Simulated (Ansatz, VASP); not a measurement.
## Ca in VASP and in Ansatz

The input INCAR:

```
SYSTEM = Ca
PREC     = Accurate       ! precision mode
ENCUT    = 520            ! plane-wave cutoff, eV
EDIFF    = 1E-7           ! SCF threshold, eV
ISMEAR   = 0              ! smearing method
SIGMA    = 0.1            ! smearing width, eV
LREAL    = .False.        ! projectors in reciprocal space
LASPH    = .True.         ! aspherical terms in the spheres
NELM     = 60             ! most SCF steps
ALGO     = Fast           ! electronic algorithm
ISIF     = 2              ! what is computed and relaxed
LWAVE    = .False.        ! write WAVECAR
LCHARG   = .False.        ! write CHGCAR
GGA      = PS             ! functional
NBANDS   = 11             ! bands
```

Contents of KPOINTS:

```
regular mesh
0
Gamma
  14 14 14
  0 0 0
```

The input POSCAR:

```
Ca
1.0
    0.0000000000      2.7802569420      2.7802569420
    2.7802569420      0.0000000000      2.7802569420
    2.7802569420      2.7802569420      0.0000000000
Ca
1
Direct
    0.0000000000      0.0000000000      0.0000000000
```

Input for Ansatz:

```yaml
crystal:
  lattice:
    - [0.0, 2.780256942, 2.780256942]
    - [2.780256942, 0.0, 2.780256942]
    - [2.780256942, 2.780256942, 0.0]
  atoms:
    - { symbol: Ca, position: [0.0, 0.0, 0.0] }
basis:
  ecutwfc: 420
kpoints:
  mp_grid: { grid: [14, 14, 14] }
hamiltonian:
  xc: pbesol
scf:
  occupations: { method: gaussian, width: 0.1 }
output:
  forces: true
  stress: true
  eigenvalues: true
```

Alike in both runs: task single point; functional PBEsol; k mesh 14 × 14 × 14; occupations gaussian, width 0.1 eV; no spin polarisation.

```csv
,VASP,Ansatz
version,VASP 6.6.1,Ansatz 0.2.0
potentials or method,"VASP PAW PBE potentials, release 64 (Ca_sv), cutoff 520 eV","scalar-relativistic, plane waves, PAW"
valence electrons in the cell,10,10
```

```tsv
	VASP	Ansatz	Ansatz less VASP
gap on the k mesh at the Fermi level (eV)	none	none	-
pressure (GPa)	-0.9	-0.9	0.00
```

VASP's potentials were made for PBE, not for PBEsol. A gap of «none» marks a metal or a gap that the smearing closes. The functional is the same, so the differences come from potentials, cutoffs and numerics.
